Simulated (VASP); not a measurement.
Runs of VASP 6.6.1 on BP. It takes space group P6_3/mmc (No. 194, hexagonal). The conventional cell has a = 3.080 Å, b = 3.080 Å, c = 5.015 Å, α = 90.00°, β = 90.00°, γ = 120.00°. B (site symmetry -3m) has 6 P at 2.18 Å and 2 B at 2.51 Å within 2.9 Å. P (site symmetry -6m2) has 6 B at 2.18 Å within 2.9 Å. 

| k mesh | smearing | gap on the mesh (eV) | pressure (GPa) |
| --- | --- | --- | --- |
| 6 × 6 × 4 | fermi-dirac 0.02 eV | none | 0.3 |
| 3 × 3 × 3 | fermi-dirac 0.02 eV | none | (b) |
| 6 × 6 × 4 | methfessel-paxton 0.5 eV | none | 0.7 |
| 6 × 6 × 4 | gaussian 0.2 eV | none | 0.6 |
| 6 × 6 × 4 | fermi-dirac 0.5 eV | none | (a) |

Alike in all rows: task single point; level PBE; potentials or basis VASP PAW PBE potentials, release 64 (B, P); no spin polarisation; cell as given; cutoff (eV) 500.

**Question.** Fill in the values left out.

**Answer.** (a) 2.2; (b) 3.9.

Caveats: all runs use coarse meshes.

A gap of «none» marks levels without a gap at the run's occupations.
